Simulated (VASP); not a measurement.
# V (Im-3m) in VASP: notebook

V is run at these levels: revPBE+D3(BJ), revPBE; tasks: single point.

All numbers are computed with VASP 6.6.1; they aren't measurements. Logs are shortened: lines on timing, memory, paths and dates and some standing lists are left out, and cuts for length are marked.

## Step 1: The cell of the first run

It takes space group Im-3m (No. 229, cubic). Conventional cell: a = 2.925 Å, b = 2.925 Å, c = 2.925 Å, α = 90.00°, β = 90.00°, γ = 90.00°. Within 3.3 Å of V (site symmetry m-3m) lie 14 V at 2.53 to 2.92 Å.

## Step 2: Single point, revPBE+D3(BJ), collinear spin, ferromagnetic start

File INCAR:

```
ALGO     = Normal         # electronic algorithm
EDIFF    = 1E-6           # SCF threshold, eV
ENCUT    = 520            # plane-wave cutoff, eV
GGA      = RE             # functional
ISIF     = 2              # what is computed and relaxed
ISMEAR   = -1             # smearing method
ISPIN    = 2              # spin polarisation
IVDW     = 12             # dispersion correction
LASPH    = T              # aspherical terms in the spheres
LCHARG   = F              # write CHGCAR
LMAXMIX  = 4              # l up to which the mixer works
LORBIT   = 11             # projections on sites
LREAL    = F              # projectors in reciprocal space
LWAVE    = F              # write WAVECAR
MAGMOM   = 2              # initial moments
NBANDS   = 16             # bands
NELM     = 150            # most SCF steps
PREC     = Accurate       # precision mode
SIGMA    = 0.05           # smearing width, eV
```

File KPOINTS:

```
k-points
0
Gamma
  12 12 12
```

File POSCAR:

```
V
1.0
   -1.4622664493      1.4622664493      1.4622664493
    1.4622664493     -1.4622664493      1.4622664493
    1.4622664493      1.4622664493     -1.4622664493
V
1
Direct
    0.0000000000      0.0000000000      0.0000000000
```

Potentials or basis: VASP PAW PBE potentials, release 64 (V_sv).

The run is started by

```sh
$ cat potpaw_PBE.64/V_sv/POTCAR > POTCAR
$ mpirun -np 1 vasp_std > vasp.out
```

OUTCAR:

```text
EDIFF = 1E-6
   ENCUT = 520
   GGA = RE
   ISIF = 2
   ISMEAR = -1
   ISPIN = 2
   IVDW = 12
   LASPH = T
   LORBIT = 11
   LREAL = F
   NELM = 150
   PREC = Accurate
 IVDW          = 12

 ion  position               nearest neighbor table
   1  0.000  0.000  0.000-

  LATTYP: Found a body centered cubic cell.
 ALAT       =     2.9245328986

  Lattice vectors:

 A1 = (  -1.4622664493,   1.4622664493,   1.4622664493)
 A2 = (   1.4622664493,  -1.4622664493,   1.4622664493)
 A3 = (   1.4622664493,   1.4622664493,  -1.4622664493)

Analysis of symmetry for initial positions (statically):
=====================================================================
 Subroutine PRICEL returns:
 Original cell was already a primitive cell.

 Routine SETGRP: Setting up the symmetry group for a
 body centered cubic supercell.

 Subroutine GETGRP returns: Found 48 space group operations
 (whereof 48 operations were pure point group operations)
 out of a pool of 48 trial point group operations.

The static configuration has the point symmetry O_h .

Analysis of symmetry for dynamics (positions and initial velocities):
=====================================================================
 Subroutine PRICEL returns:
 Original cell was already a primitive cell.

 Routine SETGRP: Setting up the symmetry group for a
 body centered cubic supercell.

 Subroutine GETGRP returns: Found 48 space group operations
 (whereof 48 operations were pure point group operations)
 out of a pool of 48 trial point group operations.

The dynamic configuration has the point symmetry O_h .

Analysis of structural, dynamic, and magnetic symmetry:
=====================================================================
 Subroutine PRICEL returns:
 Original cell was already a primitive cell.

 Routine SETGRP: Setting up the symmetry group for a
 body centered cubic supercell.

 Subroutine GETGRP returns: Found 48 space group operations
 (whereof 48 operations were pure point group operations)
 out of a pool of 48 trial point group operations.

The overall configuration has the point symmetry O_h .

 Subroutine INISYM returns: Found 48 space group operations
 (whereof 48 operations are pure point group operations),
 and found     1 'primitive' translations

----------------------------------------------------------------------------------------

                                     Primitive cell

  volume of cell :      12.5066

  direct lattice vectors                    reciprocal lattice vectors
[... 100 lines left out ...]
   ISMEAR =    -1;   SIGMA  =   0.05  broadening in eV -4-tet -1-fermi 0-gaus
   EFERMI_NEDOS =   21; number of points for ismear=-14 and -15
   IALGO  =     38    algorithm
   IMIX   =      4    mixing-type and parameters
     AMIX     =   0.40;   BMIX     =  1.00
     AMIX_MAG =   1.60;   BMIX_MAG =  1.00
  volume/ion in A,a.u.               =      12.51        84.40
  Fermi-wavevector in a.u.,A,eV,Ry     =   1.658350  3.133826 37.417702  2.750124
  Thomas-Fermi vector in A             =   2.745946
   LORBIT       =     11    0 simple, 1 ext, 2 COOP (PROOUT), +10 PAW based schemes
   GGA     = RE    functional components
   LHFCALC =     F    Hartree Fock is set to
   AEXX    =    0.0000 exact exchange contribution
   IVDW    =    12    specifies the selected vdW correction
   LEPSILON=     F    determine dielectric tensor
   LRPA    =     F    only Hartree local field effects (RPA)
 spin polarized calculation
  energy-cutoff  :      520.00
  volume of cell :       12.51
 maximum number of plane-waves:       370
   NGX =  9   NGY =  9   NGZ =  9

 number of electron      13.0000011 magnetization       0.0002429

 Free energy of the ion-electron system (eV)
  ---------------------------------------------------
  ext. energy  EPLUGINS =         0.00000000
  ---------------------------------------------------
  free energy    TOTEN  =        -8.54612487 eV

  energy without entropy =       -8.52904761  energy(sigma->0) =       -8.53758624

 E-fermi :  10.7430     XC(G=0): -13.2244

 val. band max:       10.7418133932   @ k =   0.3333   0.1667   0.0833
 cond. band min:      10.7540801985   @ k =   0.3333   0.1667  -0.0000
 fundamental gap:      0.0122668053
 Fermi energy:        10.7429710387

 spin component 1

 k-point     1 :       0.0000    0.0000    0.0000
  band No.  band energies     occupation
      1     -52.9804      1.00000
      2     -26.0977      1.00000
      3     -26.0977      1.00000
      4     -26.0977      1.00000
      5       4.0007      1.00000
      6      11.1813      0.00016
[... 435 lines left out ...]
      5       7.8073      1.00000
      6       9.3837      1.00000
[... 8 lines left out ...]
     15      41.5280      0.00000
     16      41.8012      0.00000

 [... further k-points ...]

 spin component 2

 k-point     1 :       0.0000    0.0000    0.0000
  band No.  band energies     occupation
      1     -52.9803      1.00000
      2     -26.0975      1.00000
      3     -26.0975      1.00000
      4     -26.0975      1.00000
      5       4.0009      1.00000
      6      11.1815      0.00016
[... 435 lines left out ...]
      5       7.8075      1.00000
      6       9.3839      1.00000
[... 8 lines left out ...]
     15      41.5282      0.00000
     16      41.8014      0.00000

 [... further k-points ...]

------------------------ aborting loop because EDIFF is reached ----------------------------------------

 Edisp (eV)   -1.37699

 E8    (eV) :    -0.9944

  FORCE on cell =-STRESS in cart. coord.  units (eV):
  Direction    XX          YY          ZZ          XY          YZ          ZX
  --------------------------------------------------------------------------------------
  -------------------------------------------------------------------------------------
  Total       0.03399     0.03399     0.03399     0.00000    -0.00000    -0.00000
  in kB       4.35495     4.35495     4.35495     0.00000    -0.00000    -0.00000
  external pressure =        4.35 kB  Pullay stress =        0.00 kB

 VOLUME and BASIS-vectors are now :
 -----------------------------------------------------------------------------
  energy-cutoff  :      520.00
  volume of cell :       12.51
      direct lattice vectors                 reciprocal lattice vectors
    -1.462266449  1.462266449  1.462266449     0.000000000  0.341934946  0.341934946
     1.462266449 -1.462266449  1.462266449     0.341934946  0.000000000  0.341934946
     1.462266449  1.462266449 -1.462266449     0.341934946  0.341934946  0.000000000

 POSITION                                       TOTAL-FORCE (eV/Angst)
 -----------------------------------------------------------------------------------
      0.00000      0.00000      0.00000        -0.000000     -0.000000     -0.000000
 -----------------------------------------------------------------------------------
    total drift:                                0.000000     -0.000000      0.000000

  FREE ENERGIE OF THE ION-ELECTRON SYSTEM (eV)
  ---------------------------------------------------
  free  energy   TOTEN  =        -9.9231150340 eV

  energy  without entropy=       -9.9060377833  energy(sigma->0) =       -9.91457641

 total charge

# of ion       s       p       d       tot
------------------------------------------
    1        2.363   6.244   3.179  11.786

 magnetization (x)

# of ion       s       p       d       tot
------------------------------------------
    1        0.000   0.000   0.000   0.000
```

OSZICAR:

```text
N       E                     dE             d eps       ncg     rms          rms(c)
DAV:   1     0.953850293873E+02    0.95385E+02   -0.64452E+03  4656   0.902E+02
DAV:   2    -0.762275923524E+01   -0.10301E+03   -0.98625E+02  5056   0.276E+02
DAV:   3    -0.916969680890E+01   -0.15469E+01   -0.15451E+01  5240   0.368E+01
DAV:   4    -0.917535955048E+01   -0.56627E-02   -0.56627E-02  5440   0.231E+00
DAV:   5    -0.917540423068E+01   -0.44680E-04   -0.44681E-04  5320   0.192E-01    0.215E+01
DAV:   6    -0.852622494924E+01    0.64918E+00   -0.14236E+00  4720   0.196E+01    0.389E+00
DAV:   7    -0.853902659938E+01   -0.12802E-01   -0.12105E-01  5048   0.354E+00    0.270E+00
DAV:   8    -0.854804133996E+01   -0.90147E-02   -0.63500E-03  4864   0.101E+00    0.977E-01
DAV:   9    -0.854581582590E+01    0.22255E-02   -0.15391E-03  5216   0.465E-01    0.324E-01
DAV:  10    -0.854603765491E+01   -0.22183E-03   -0.82712E-04  5040   0.303E-01    0.646E-02
DAV:  11    -0.854608623673E+01   -0.48582E-04   -0.62402E-05  5112   0.742E-02    0.314E-02
DAV:  12    -0.854611043121E+01   -0.24194E-04   -0.94350E-06  5176   0.234E-02    0.177E-02
DAV:  13    -0.854611572766E+01   -0.52964E-05   -0.77382E-07  3480   0.689E-03    0.136E-02
DAV:  14    -0.854612154021E+01   -0.58126E-05   -0.21056E-06  4184   0.877E-03    0.829E-03
DAV:  15    -0.854612474672E+01   -0.32065E-05   -0.42399E-06  5152   0.122E-02    0.113E-03
DAV:  16    -0.854612486545E+01   -0.11873E-06   -0.91820E-08  2344   0.304E-03
   1 F= -.99231150E+01 E0= -.99145764E+01  d E =-.170773E-01  mag=    -0.0000
```

Run time: 69 s. Hardware: 1 thread of AMD EPYC 7R13, shared host; peak memory 0.12 GiB.

Results:

* Free energy: -9.9231 eV
* Pressure: 0.4 GPa
* Net moment: 0.00 μB per cell
* Valence electrons inside the program's atomic spheres: V 11.79
* Dispersion energy per atom: -1.377 eV

Caveat: the PAW data sets were made with another functional, which shifts forces and pressure a little; pairwise dispersion overbinds metals, which lowers pressure and volume.

## Step 3: Single point, revPBE, collinear spin, ferromagnetic start

This run uses another cell than the first one, of 13.69 Å³/atom, 1.095 times its volume.

File INCAR:

```
SYSTEM = V
PREC = Accurate
ENCUT = 520
EDIFF = 1E-7
ISMEAR = -1
SIGMA = 0.05
LREAL = .FALSE.
LASPH = .TRUE.
NELM = 150
ALGO = Normal
ISIF = 2
LWAVE = .FALSE.
LCHARG = .TRUE.
ISPIN = 2
MAGMOM = 2
LORBIT = 11
LMAXMIX = 4
GGA = RE
LELF = .TRUE.
LVHAR = .TRUE.
NBANDS = 16
```

File KPOINTS:

```
Automatic mesh
0
G
  12 12 12
  0 0 0
```

File POSCAR:

```
V
1.0
   -1.5070995249      1.5070995249      1.5070995249
    1.5070995249     -1.5070995249      1.5070995249
    1.5070995249      1.5070995249     -1.5070995249
V
1
Direct
    0.0000000000      0.0000000000      0.0000000000
```

Potentials or basis: VASP PAW PBE potentials, release 64 (V_sv).

The run is started by

```sh
$ cat potpaw_PBE.64/V_sv/POTCAR > POTCAR
$ mpirun -np 1 vasp_std > vasp.out
```

OUTCAR:

```text
SYSTEM = V
   PREC = Accurate
   ENCUT = 520
   EDIFF = 1E-7
   ISMEAR = -1
   LREAL = .FALSE.
   LASPH = .TRUE.
   NELM = 150
   ISIF = 2
   ISPIN = 2
   LORBIT = 11
   GGA = RE

 ion  position               nearest neighbor table
   1  0.000  0.000  0.000-

  LATTYP: Found a body centered cubic cell.
 ALAT       =     3.0141990498

  Lattice vectors:

 A1 = (  -1.5070995249,   1.5070995249,   1.5070995249)
 A2 = (   1.5070995249,  -1.5070995249,   1.5070995249)
 A3 = (   1.5070995249,   1.5070995249,  -1.5070995249)

Analysis of symmetry for initial positions (statically):
=====================================================================
 Subroutine PRICEL returns:
 Original cell was already a primitive cell.

 Routine SETGRP: Setting up the symmetry group for a
 body centered cubic supercell.

 Subroutine GETGRP returns: Found 48 space group operations
 (whereof 48 operations were pure point group operations)
 out of a pool of 48 trial point group operations.

The static configuration has the point symmetry O_h .

Analysis of symmetry for dynamics (positions and initial velocities):
[... 639 lines left out ...]
 k-point     1 :       0.0000    0.0000    0.0000
  band No.  band energies     occupation
      1     -54.2532      1.00000
      2     -27.5300      1.00000
      3     -27.5300      1.00000
      4     -27.5300      1.00000
      5       3.0277      1.00000
      6       9.9997      0.00022
[... 435 lines left out ...]
      5       6.9120      1.00000
      6       8.4039      1.00000
[... 8 lines left out ...]
     15      38.6342      0.00000
     16      38.9887      0.00000

 [... further k-points ...]

------------------------ aborting loop because EDIFF is reached ----------------------------------------

  FORCE on cell =-STRESS in cart. coord.  units (eV):
  Direction    XX          YY          ZZ          XY          YZ          ZX
  --------------------------------------------------------------------------------------
  -------------------------------------------------------------------------------------
  Total        0.0268778      0.0268778      0.0268778     -0.0000000      0.0000000     -0.0000000
  in kB        3.1449804      3.1449804      3.1449804     -0.0000000      0.0000000     -0.0000000
  external PRESSURE =       3.1449804 kB  Pullay stress =       0.0000000 kB

 VOLUME and BASIS-vectors are now :
 -----------------------------------------------------------------------------
  energy-cutoff  :      520.00
  volume of cell :       13.69
      direct lattice vectors                 reciprocal lattice vectors
    -1.507099525  1.507099525  1.507099525     0.000000000  0.331763093  0.331763093
     1.507099525 -1.507099525  1.507099525     0.331763093  0.000000000  0.331763093
     1.507099525  1.507099525 -1.507099525     0.331763093  0.331763093  0.000000000

 POSITION                                       TOTAL-FORCE (eV/Angst)
 -----------------------------------------------------------------------------------
      0.00000      0.00000      0.00000        -0.000000     -0.000000     -0.000000
 -----------------------------------------------------------------------------------
    total drift:                               -0.000000     -0.000000      0.000000

  FREE ENERGIE OF THE ION-ELECTRON SYSTEM (eV)
  ---------------------------------------------------
  free  energy   TOTEN  =        -8.6130582422 eV

  energy  without entropy=       -8.5952771897  energy(sigma->0) =       -8.60416772

 total charge

# of ion       s       p       d       tot
------------------------------------------
    1        2.335   6.217   3.064  11.617

 magnetization (x)

# of ion       s       p       d       tot
------------------------------------------
    1        0.000   0.000   0.000   0.000
```

OSZICAR:

```text
N       E                     dE             d eps       ncg     rms          rms(c)
DAV:   1     0.925295744584E+02    0.92530E+02   -0.65033E+03  4680   0.893E+02
DAV:   2    -0.789393821016E+01   -0.10042E+03   -0.96382E+02  5112   0.269E+02
DAV:   3    -0.941380069283E+01   -0.15199E+01   -0.15178E+01  5152   0.361E+01
DAV:   4    -0.941979253224E+01   -0.59918E-02   -0.59918E-02  5576   0.239E+00
DAV:   5    -0.941984535423E+01   -0.52822E-04   -0.52821E-04  5208   0.210E-01    0.193E+01
DAV:   6    -0.858319224580E+01    0.83665E+00   -0.17094E+00  4728   0.212E+01    0.277E+00
DAV:   7    -0.860787183869E+01   -0.24680E-01   -0.12932E-01  5048   0.338E+00    0.205E+00
DAV:   8    -0.861425456445E+01   -0.63827E-02   -0.67481E-03  4968   0.102E+00    0.839E-01
DAV:   9    -0.861247520017E+01    0.17794E-02   -0.15211E-03  5264   0.452E-01    0.214E-01
DAV:  10    -0.861286162947E+01   -0.38643E-03   -0.10551E-03  5064   0.299E-01    0.778E-02
DAV:  11    -0.861295780935E+01   -0.96180E-04   -0.88274E-05  5336   0.786E-02    0.418E-02
DAV:  12    -0.861301817024E+01   -0.60361E-04   -0.43224E-05  5056   0.396E-02    0.268E-02
DAV:  13    -0.861303290483E+01   -0.14735E-04   -0.43250E-06  5384   0.134E-02    0.214E-02
DAV:  14    -0.861305340690E+01   -0.20502E-04   -0.24456E-05  5112   0.253E-02    0.851E-03
DAV:  15    -0.861305763532E+01   -0.42284E-05   -0.79713E-06  5392   0.154E-02    0.265E-03
DAV:  16    -0.861305822190E+01   -0.58658E-06   -0.47582E-07  4944   0.502E-03    0.126E-03
DAV:  17    -0.861305824219E+01   -0.20291E-07   -0.72335E-08  2952   0.197E-03
   1 F= -.86130582E+01 E0= -.86041677E+01  d E =-.177811E-01  mag=     0.0003
```

Run time: 70 s. Hardware: 1 thread of AMD EPYC 7R13, shared host; peak memory 0.12 GiB.

Results:

```
Free energy                                           : -8.6131 eV
Pressure                                              : 0.3 GPa
Net moment                                            : 0.00 μB per cell
Valence electrons inside the program's atomic spheres : V 11.62
```

Caveat: the PAW data sets were made with another functional, which shifts forces and pressure a little.
